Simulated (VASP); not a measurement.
## BeS: single point with PBE

Crystal: BeS.

```
Be S
1.0
     0.00000    2.43792    2.43792
     2.43792    0.00000    2.43792
     2.43792    2.43792    0.00000
Be S
1 1
Direct
  0.00000 0.00000 0.00000
  0.25000 0.25000 0.25000
```

| Quantity | Value |
| --- | --- |
| Program | VASP 6.6.1 |
| Task | single point |
| Functional | PBE |
| Potentials or basis | VASP PAW PBE potentials, release 64 (Be, S) |
| Cutoff | 520 eV |
| k mesh | 8 × 8 × 8 |
| Occupations | gaussian, width 0.01 eV |
| Spin | no spin polarisation |

```yaml
Pressure: 0.0 GPa
Band_gap_on_the_k_mesh: 3.15 eV (least direct gap 5.68 eV)
```

Levels at points of the mesh, in eV from the valence-band top:
```csv
k point,band 1,band 2,band 3,band 4,band 5,band 6,band 7,band 8
"(0.00, 0.00, 0.00)",-13.59,0.00,0.00,0.00,5.68,5.68,5.68,5.75
"(0.50, 0.00, 0.00)",-12.02,-5.69,-1.01,-1.01,5.42,6.57,6.57,11.13
"(0.50, 0.50, 0.00)",-11.49,-4.94,-2.59,-2.59,3.15,4.93,12.65,12.65
```

Wall time 10 s on 1 thread of Intel Xeon 8259CL, with other jobs on the host, peak memory 0.15 GiB.

A k mesh can miss the band edges. A hybrid or GW would open this gap; PBE tends to underestimate it.
